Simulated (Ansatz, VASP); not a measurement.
This is a calculation of BiTe for VASP 6.6.1.

File POSCAR:

```
BiTe
1.0
    2.4387526627      1.4080145063      3.3392614156
   -2.4387526627      1.4080145063      3.3392614156
    0.0000000000     -2.8160290126      3.3392614156
Bi Te
1 1
Direct
    0.5000000000      0.5000000000      0.5000000000
    0.0000000000      0.0000000000      0.0000000000
```

Contents of INCAR.step1:

```
SYSTEM = BiTe
PREC = Accurate
ENCUT = 520
ISMEAR = -1
SIGMA = 0.05
LREAL = .FALSE.
LASPH = .TRUE.
NELM = 60
NBANDS = 18
GGA = PE
ALGO = Normal
EDIFF = 1E-4
LWAVE = .TRUE.
LCHARG = .FALSE.
```

File INCAR.step2:

```
SYSTEM = BiTe
PREC = Accurate
ENCUT = 520
EDIFF = 1E-6
ISMEAR = -1
SIGMA = 0.05
LREAL = .FALSE.
LASPH = .TRUE.
NELM = 60
ALGO = Normal
ISIF = 2
LWAVE = .FALSE.
LCHARG = .FALSE.
METAGGA = R2SCAN
LMIXTAU = .TRUE.
NBANDS = 18
ISTART = 1
```

Contents of KPOINTS:

```
Automatic mesh
0
G
  7 7 7
  0 0 0
```

Potentials or basis: VASP PAW PBE potentials, release 64 (Bi_d, Te).

Launch:

```console
$ cat potpaw_PBE.64/Bi_d/POTCAR potpaw_PBE.64/Te/POTCAR > POTCAR
$ cp INCAR.step1 INCAR
$ mpirun -np 1 vasp_std > vasp.out
$ cp INCAR.step2 INCAR
$ mpirun -np 1 vasp_std > vasp.out
```

**Question.** Set up the same calculation for Ansatz 0.2.0. Potentials there: Ansatz PAW.

**Answer.** As run (the cutoff follows the program's own potentials):

input.yaml

```yaml
crystal:
  lattice:
    - [2.4387526627, 1.4080145063, 3.3392614156]
    - [-2.4387526627, 1.4080145063, 3.3392614156]
    - [0.0, -2.8160290126, 3.3392614156]
  atoms:
    - { symbol: Bi, position: [0.5, 0.5, 0.5] }
    - { symbol: Te, position: [0.0, 0.0, 0.0] }
hamiltonian:
  xc: r2scan
  pseudopotentials: { kind: paw }
kpoints:
  mp_grid: { grid: [7, 7, 7] }
scf:
  occupations: { method: fermi_dirac, width: 0.05 }
output:
  forces: true
  stress: true
  eigenvalues: true
```

Potentials or basis: Ansatz PAW.

Command:

```bash
$ ansatz run input.yaml --threads 2 --pin off --max-ram 5632MiB --backend cpu --events-out ev --progress --plain --runs-dir out
```

Both were run:

|  | VASP | Ansatz | Ansatz less VASP |
| --- | --- | --- | --- |
| gap on the k mesh at the Fermi level (eV) | none | none | - |
| pressure (GPa) | -1.6 | -1.5 | +0.03 |
| traceless stress, the component that is largest in VASP (GPa) | 0.28 | 0.27 | -0.005 |

VASP's potentials were made for PBE, not for r2SCAN. A gap of «none» marks a metal or a gap that the smearing closes. VASP's potentials hold 21 valence electrons a cell and Ansatz's 31, so a difference there can come from the potentials and not from the codes.

Spin-orbit coupling is off throughout.
